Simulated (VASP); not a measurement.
Write the native input for VASP 6.6.1 that does the following.

```
Task                   : single point
Functional             : r2SCAN
Potentials or basis    : VASP PAW PBE potentials, release 64 (Si, C)
Cutoff                 : 520 eV
k mesh                 : 12 × 12 × 6
Occupations            : gaussian, width 0.05 eV
Spin                   : no spin polarisation
Dipole correction      : no
Further INCAR settings : ALGO = Normal; EDIFF = 1e-06; NBANDS = 16
```

SiC:

```
Si C
1.0
     3.07600    0.00000    0.00000
    -1.53800    2.66389    0.00000
     0.00000    0.00000    5.04800
Si C
2 2
Direct
  0.33333 0.66667 0.01486
  0.66667 0.33333 0.48514
  0.33333 0.66667 0.38153
  0.66667 0.33333 0.88847
```

This cell differs from its parent crystal: mode 6 (566.1 1/cm) frozen in, largest displacement +0.075 Å.

One way to write it, as run:

POSCAR

```
SiC
1.0
    3.0759982064      0.0000000000      0.0000000000
   -1.5379991032      2.6638925888      0.0000000000
    0.0000000000      0.0000000000      5.0480000000
Si C
2 2
Direct
    0.3333333333      0.6666666667      0.0148573693
    0.6666666667      0.3333333333      0.4851426307
    0.3333333333      0.6666666667      0.3815300739
    0.6666666667      0.3333333333      0.8884699261
```

INCAR.step1

```
SYSTEM = SiC
PREC     = Accurate       ! precision mode
ENCUT    = 520            ! plane-wave cutoff, eV
ISMEAR   = 0              ! smearing method
SIGMA    = 0.05           ! smearing width, eV
LREAL    = .FALSE.        ! projectors in reciprocal space
LASPH    = .TRUE.         ! aspherical terms in the spheres
NELM     = 80             ! most SCF steps
NBANDS   = 16             ! bands
GGA      = PE             ! functional
ALGO     = Normal         ! electronic algorithm
EDIFF    = 1E-4           ! SCF threshold, eV
LWAVE    = .TRUE.         ! write WAVECAR
LCHARG   = .FALSE.        ! write CHGCAR
```

INCAR.step2

```
SYSTEM = SiC
PREC     = Accurate       ! precision mode
ENCUT    = 520            ! plane-wave cutoff, eV
EDIFF    = 1E-6           ! SCF threshold, eV
ISMEAR   = 0              ! smearing method
SIGMA    = 0.05           ! smearing width, eV
LREAL    = .FALSE.        ! projectors in reciprocal space
LASPH    = .TRUE.         ! aspherical terms in the spheres
NELM     = 80             ! most SCF steps
ALGO     = Normal         ! electronic algorithm
ISIF     = 2              ! what is computed and relaxed
LWAVE    = .FALSE.        ! write WAVECAR
LCHARG   = .FALSE.        ! write CHGCAR
METAGGA  = R2SCAN         ! meta-GGA
LMIXTAU  = .TRUE.       
NBANDS   = 16             ! bands
ISTART   = 1
```

KPOINTS

```
Automatic mesh
0
G
  12 12 6
  0 0 0
```

Potentials or basis: VASP PAW PBE potentials, release 64 (Si, C).

Launch:

```console
$ cat potpaw_PBE.64/Si/POTCAR potpaw_PBE.64/C/POTCAR > POTCAR
$ cp INCAR.step1 INCAR
$ mpirun -np 1 vasp_std > vasp.out
$ cp INCAR.step2 INCAR
$ mpirun -np 1 vasp_std > vasp.out
```

It gave:

The pressure is 1.1 GPa, the largest force is 2.969 eV/Å and the band gap on the k mesh is 2.71 eV, indirect (least direct gap 4.36 eV).

Caveat: the cell differs from its parent crystal (mode 6 (566.1 1/cm) frozen in, largest displacement +0.075 Å); the PAW data sets were made with another functional, which shifts forces and pressure a little.

Run time: 77 s on 1 thread of Intel(R) Xeon(R) 6975P-C (Granite Rapids), on a shared host, peak memory 0.19 GiB.
